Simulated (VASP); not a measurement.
# Zn17O18 (a cell with a defect) in VASP: a series of runs

Runs on Zn17O18 (a cell with a defect). Level: PBEsol. Tasks: single point.

All numbers are computed with VASP 6.6.1; they aren't measurements. Logs are shortened: lines on timing, memory, paths and dates and some standing lists are left out, and cuts for length are marked.

**1. The cell of the first run**

The cell holds a defect, 35 atoms: a = 7.648 Å, b = 7.648 Å, c = 7.648 Å, α = 78.63°, β = 78.63°, γ = 78.63°.

**2. Single point, PBEsol, collinear spin**

INCAR reads:

```
SYSTEM = Zn17O18
  PREC = Accurate
  ENCUT = 520
  EDIFF = 1E-6
  ISMEAR = 0
  SIGMA = 0.02
  LREAL = Auto
  LASPH = .True.
  NELM = 150
  ALGO = Normal
  ISIF = 2
  LWAVE = .False.
  LCHARG = .True.
  ISPIN = 2
  MAGMOM = 0 0 0 0 0 0 0 0 0 0 0 0 0 0 0 0 0 0.5 0 0 0 0 0 0 0 0 0.5 0 0.5 0 0 0.5 0 0 0
  LORBIT = 11
  GGA = PS
  LELF = .True.
  LVHAR = .True.
  NBANDS = 183
  LUSENCCL = .False.
```

KPOINTS reads:

```
Automatic mesh
0
Gamma
  2 2 2
  0.5 0.5 0.5
```

POSCAR reads:

```
Zn17O18
1.0
    0.0000000000      5.5954191282      5.2139362460
   -4.8457751099     -2.7977095641      5.2139362460
    4.8457751098     -2.7977095642      5.2139362460
Zn O
17 18
Direct
    0.6080617567      0.6105347379      0.2817430439
    0.2767419218      0.2817423203      0.9418594042
    0.2767385118      0.9418782217      0.2817349408
    0.6080627666      0.2817499184      0.6105272816
    0.9479451621      0.6105252192      0.9418593963
    0.9431564355      0.2769612667      0.2769482470
    0.6049711423      0.9387550244      0.9387555667
    0.9479491921      0.9418705320      0.6105194250
    0.2229691396      0.5567730444      0.2273184731
    0.5550187092      0.5551451585      0.8888173544
    0.2229671262      0.2273492936      0.5567647959
    0.2213372208      0.8888617104      0.8888395488
    0.5545845171      0.2204879619      0.2204640285
    0.8935379262      0.5567751837      0.5567679802
    0.8866613545      0.2204881540      0.8883755237
    0.5550378690      0.8888554734      0.5551408347
    0.8866680499      0.8883919583      0.2204700474
    0.4226162151      0.7564417706      0.7564201863
    0.7378268225      0.7368097480      0.4041812392
    0.4029989907      0.4041874265      0.0716286329
    0.4030023437      0.0716460906      0.4041780193
    0.7378306433      0.4041920888      0.7367923465
    0.0703806420      0.7368102345      0.0716244322
    0.0692857222      0.4030973960      0.4030758468
    0.7343887082      0.0682005105      0.0681841830
    0.0703802525      0.0716478371      0.7367948804
    0.3548293259      0.6886424055      0.3264564394
    0.6860646124      0.6788960317      0.0198665139
    0.3548354785      0.3264749203      0.6886297474
    0.3451116830      0.0198719359      0.0198623476
    0.6817376610      0.3475462943      0.3475351613
   -0.0073523280      0.6886458799      0.6886337601
    0.0137461244      0.3475371285      0.0155277600
    0.6860670777      0.0198741100      0.6788978487
    0.0137457609      0.0155396652      0.3475305771
```

Potentials or basis: VASP PAW PBE potentials, release 64 (Zn, O).

Command:

```
cat potpaw_PBE.64/Zn/POTCAR potpaw_PBE.64/O/POTCAR > POTCAR
mpirun -np 1 vasp_std > vasp.out
```

OUTCAR:

```text
SYSTEM = Zn17O18
   PREC = Accurate
   ENCUT = 520
   EDIFF = 1E-6
   ISMEAR = 0
   LREAL = Auto
   LASPH = .True.
   NELM = 150
   ISIF = 2
   ISPIN = 2
   LORBIT = 11
   GGA = PS

 ion  position               nearest neighbor table
   1  0.608  0.611  0.282-  27 1.89  28 1.97  31 1.97  19 1.97
   2  0.277  0.282  0.942-  29 1.89  30 1.97  33 1.97  20 1.97
   3  0.277  0.942  0.282-  27 1.89  30 1.97  35 1.97  21 1.97
   4  0.608  0.282  0.611-  29 1.89  34 1.97  31 1.97  22 1.97
   5  0.948  0.611  0.942-  32 1.89  28 1.97  33 1.97  23 1.97
   6  0.943  0.277  0.277-  31 1.96  33 1.96  35 1.96  24 1.97
[... 9 lines left out ...]
  16  0.555  0.889  0.555-  18 1.90  21 1.97  19 1.97  34 2.01
  17  0.887  0.888  0.220-  19 1.97  23 1.97  25 1.97  35 1.99
[... 4 lines left out ...]
  22  0.738  0.404  0.737-  15 1.97  10 1.97   4 1.97  14 1.99
  23  0.070  0.737  0.072-  17 1.97  12 1.97   5 1.97   9 1.99
  24  0.069  0.403  0.403-   9 1.97  14 1.97  11 1.97   6 1.97
  25  0.734  0.068  0.068-  15 1.97  13 1.97  17 1.97   7 2.02
  26  0.070  0.072  0.737-  15 1.97  12 1.97   8 1.97  11 1.99
  27  0.355  0.689  0.326-   1 1.89   3 1.89   9 1.90
  28  0.686  0.679  0.020-   1 1.97   5 1.97   7 1.97  10 2.01
  29  0.355  0.326  0.689-   4 1.89   2 1.89  11 1.90
  30  0.345  0.020  0.020-   2 1.97   3 1.97   7 1.97  12 2.01
  31  0.682  0.348  0.348-   6 1.96   1 1.97   4 1.97  13 1.99
  32  0.993  0.689  0.689-   8 1.89   5 1.89  14 1.90
  33  0.014  0.348  0.016-   6 1.96   5 1.97   2 1.97  15 1.99
  34  0.686  0.020  0.679-   4 1.97   8 1.97   7 1.97  16 2.01
  35  0.014  0.016  0.348-   6 1.96   8 1.97   3 1.97  17 1.99

  LATTYP: Found a trigonal (rhomboedric) cell.
 ALAT       =     7.6481269862
 COS(alpha) =     0.1971279763

  Lattice vectors:

 A1 = (   0.0000000000,   5.5954191282,   5.2139362460)
 A2 = (  -4.8457751099,  -2.7977095641,   5.2139362460)
 A3 = (   4.8457751098,  -2.7977095642,   5.2139362460)

Analysis of symmetry for initial positions (statically):
=====================================================================
 Subroutine PRICEL returns:
 Original cell was already a primitive cell.

 Routine SETGRP: Setting up the symmetry group for a
 trigonal (rhombohedral) supercell.

 Subroutine GETGRP returns: Found  1 space group operations
 (whereof  1 operations were pure point group operations)
 out of a pool of 12 trial point group operations.

The static configuration has the point symmetry C_1 .

Analysis of symmetry for dynamics (positions and initial velocities):
=====================================================================
 Subroutine PRICEL returns:
 Original cell was already a primitive cell.

 Routine SETGRP: Setting up the symmetry group for a
 trigonal (rhombohedral) supercell.

 Subroutine GETGRP returns: Found  1 space group operations
 (whereof  1 operations were pure point group operations)
 out of a pool of 12 trial point group operations.

The dynamic configuration has the point symmetry C_1 .

Analysis of structural, dynamic, and magnetic symmetry:
=====================================================================
 Subroutine PRICEL returns:
 Original cell was already a primitive cell.

 Routine SETGRP: Setting up the symmetry group for a
 trigonal (rhombohedral) supercell.

 Subroutine GETGRP returns: Found  1 space group operations
 (whereof  1 operations were pure point group operations)
 out of a pool of 12 trial point group operations.

The overall configuration has the point symmetry C_1 .

 Subroutine INISYM returns: Found  1 space group operations
 (whereof  1 operations are pure point group operations),
 and found     1 'primitive' translations

----------------------------------------------------------------------------------------

                                     Primitive cell

  volume of cell :     424.1142

  direct lattice vectors                    reciprocal lattice vectors
     0.000000000  5.595419128  5.213936246     0.000000000  0.119145081  0.063931225
[... 43 lines left out ...]
  ---------------------------------------------------
  free energy    TOTEN  =      -167.70473385 eV

  energy without entropy =     -167.69802630  energy(sigma->0) =     -167.70138008

 E-fermi :   0.6517     XC(G=0): -10.9893

 val. band max:        0.5731936108   @ k =   0.2500   0.2500  -0.2500
 cond. band min:       0.6531614896   @ k =   0.2500  -0.2500   0.2500
 fundamental gap:      0.0799678789
 Fermi energy:         0.6517266666

 spin component 1

 k-point     1 :       0.2500    0.2500    0.2500
  band No.  band energies     occupation
      1     -17.2095      1.00000
      2     -16.8392      1.00000
      3     -16.8331      1.00000
      4     -16.8330      1.00000
      5     -16.7083      1.00000
      6     -16.6710      1.00000
[... 673 lines left out ...]
    167       7.0703      0.00000
    168       7.1536      0.00000
 Fermi energy:         0.6517266666

 spin component 2

 k-point     1 :       0.2500    0.2500    0.2500
  band No.  band energies     occupation
      1     -17.2625      1.00000
      2     -16.8965      1.00000
      3     -16.8827      1.00000
      4     -16.8826      1.00000
      5     -16.7602      1.00000
      6     -16.7186      1.00000
[... 673 lines left out ...]
    167       7.0546      0.00000
    168       7.1299      0.00000
 [bands above 168 left out]

------------------------ aborting loop because EDIFF is reached ----------------------------------------

  FORCE on cell =-STRESS in cart. coord.  units (eV):
  Direction    XX          YY          ZZ          XY          YZ          ZX
  --------------------------------------------------------------------------------------
  -------------------------------------------------------------------------------------
  Total        1.1764733      1.1779379      1.6322530      0.0002339      0.0000106     -0.0002305
  in kB        4.4443659      4.4498988      6.1661659      0.0008836      0.0000402     -0.0008709
  external PRESSURE =       5.0201435 kB  Pullay stress =       0.0000000 kB

 VOLUME and BASIS-vectors are now :
 -----------------------------------------------------------------------------
  energy-cutoff  :      520.00
  volume of cell :      424.11
      direct lattice vectors                 reciprocal lattice vectors
     0.000000000  5.595419128  5.213936246     0.000000000  0.119145081  0.063931225
    -4.845775110 -2.797709564  5.213936246    -0.103182667 -0.059572541  0.063931225
     4.845775110 -2.797709564  5.213936246     0.103182667 -0.059572541  0.063931225

 POSITION                                       TOTAL-FORCE (eV/Angst)
 -----------------------------------------------------------------------------------
     -1.59325      0.90603      7.82267         0.010429      0.006914      0.009975
      3.19878     -1.87480      7.82270         0.000860     -0.013165      0.009704
     -3.19891     -1.87485      7.82274        -0.000409     -0.012600      0.009900
      1.59318      0.90603      7.82268        -0.010891      0.007450      0.009882
      1.60557      0.96103     13.03656         0.011286      0.005305      0.010490
     -0.00006      3.72768      7.80561         0.000067      0.000570      0.004032
[... 27 lines left out ...]
      3.19348      1.88387      7.22046        -0.007686      0.004335     -0.006686
      1.60875     -0.93885      1.96469        -0.002149     -0.000890     -0.008308
 -----------------------------------------------------------------------------------
    total drift:                                0.000865      0.002800      0.020728

  FREE ENERGIE OF THE ION-ELECTRON SYSTEM (eV)
  ---------------------------------------------------
  free  energy   TOTEN  =      -167.7047338472 eV

  energy  without entropy=     -167.6980263039  energy(sigma->0) =     -167.70138008

 total charge

# of ion       s       p       d       tot
------------------------------------------
    1        0.478   0.530   9.892  10.900
    2        0.478   0.530   9.892  10.900
    3        0.478   0.530   9.892  10.900
    4        0.478   0.530   9.892  10.900
    5        0.478   0.530   9.892  10.900
    6        0.470   0.513   9.901  10.883
[... 27 lines left out ...]
   34        1.552   3.419   0.000   4.971
   35        1.545   3.437   0.000   4.982
--------------------------------------------------
tot         35.896  70.449 168.183 274.528

 magnetization (x)

# of ion       s       p       d       tot
------------------------------------------
    1        0.003   0.001  -0.024  -0.020
    2        0.003   0.001  -0.024  -0.020
    3        0.003   0.001  -0.024  -0.020
    4        0.003   0.001  -0.024  -0.020
    5        0.003   0.001  -0.024  -0.020
    6        0.001   0.000  -0.004  -0.003
[... 27 lines left out ...]
   34       -0.001  -0.070   0.000  -0.071
   35       -0.000  -0.012   0.000  -0.012
--------------------------------------------------
tot          0.023  -0.934  -0.272  -1.182
```

It took 4.3 min on 1 × NVIDIA H100 80GB with 1 thread of AMD EPYC 7R13 (Zen 3), shared host; peak memory 1.8 GiB.

Results:

```yaml
Free_energy: -167.7047 eV
Pressure: 0.5 GPa
Largest_force: 0.061 eV/Å
Net_moment: -1.31 μB per cell
Site_moments: Zn -0.02, -0.00, -0.01 (each value once); O -0.10, -0.02, -0.03, -0.00, -0.15, -0.07, -0.01 (each value once) μB
Valence_electrons_inside_the_program's_atomic_spheres: Zn 10.90, 10.88, 10.82, 10.87 (each value once); O 4.97, 4.98, 4.96 (each value once)
```

Forces in eV/Å, atoms in the order of the input:
```
Zn   0.010  0.007  0.010
Zn   0.001 -0.013  0.010
Zn   0.000 -0.013  0.010
Zn  -0.011  0.007  0.010
Zn   0.011  0.005  0.010
Zn   0.000  0.001  0.004
Zn   0.000 -0.001  0.006
Zn  -0.012  0.005  0.011
Zn   0.002 -0.003 -0.012
Zn   0.014  0.007  0.000
Zn  -0.002 -0.002 -0.013
Zn   0.000 -0.016 -0.002
Zn   0.000  0.001  0.008
Zn  -0.001  0.003 -0.014
Zn   0.001  0.000  0.009
Zn  -0.014  0.007 -0.002
Zn   0.000 -0.001  0.008
O    0.000 -0.001 -0.031
O   -0.001  0.000  0.000
O    0.000  0.002  0.001
O    0.000  0.002  0.001
O    0.001 -0.001  0.000
O   -0.002 -0.001 -0.001
O    0.000  0.001 -0.015
O    0.000 -0.001 -0.023
O    0.002 -0.001 -0.001
O    0.048 -0.027  0.021
O    0.007  0.004 -0.007
O   -0.048 -0.027  0.021
O    0.000 -0.009 -0.008
O    0.000  0.004 -0.008
O    0.000  0.057  0.021
O    0.002 -0.001 -0.008
O   -0.008  0.004 -0.007
O   -0.002 -0.001 -0.008
```

Stress tensor (GPa, compression positive):
```
0.44 0.00 0.00
0.00 0.44 0.00
0.00 0.00 0.62
```

Caveat: the k points lie up to 0.42 Å⁻¹ apart; the PAW data sets were made with another functional, which shifts forces and pressure a little.

(Part 1 of 2 ends here.)
